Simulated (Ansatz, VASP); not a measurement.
**AgI in VASP and in Ansatz**

```
Ag I
1.0
     0.00000    3.22504    3.22504
     3.22504    0.00000    3.22504
     3.22504    3.22504    0.00000
Ag I
1 1
Direct
  0.00000 0.00000 0.00000
  0.75000 0.75000 0.75000
```

Alike in both runs: task single point; functional PBEsol; k mesh 8 × 8 × 8; no spin polarisation.

```csv
,VASP,Ansatz
version,VASP 6.6.1,Ansatz 0.2.0
potentials or method,"VASP PAW PBE potentials, release 64 (Ag, I), cutoff 500 eV","all-electron LAPW, scalar-relativistic"
occupations,"gaussian, width 0.01 eV",fixed
```

|  | VASP | Ansatz | Ansatz less VASP |
| --- | --- | --- | --- |
| gap on the k mesh at the Fermi level (eV) | 1.20 | 1.20 | -0.004 |
| pressure (GPa) | 0.0 | 0.0 | +0.04 |

VASP's potentials were made for PBE, not for PBEsol. Ansatz ran all-electron here, and VASP with PAW potentials.

Neither program's run includes spin-orbit coupling.
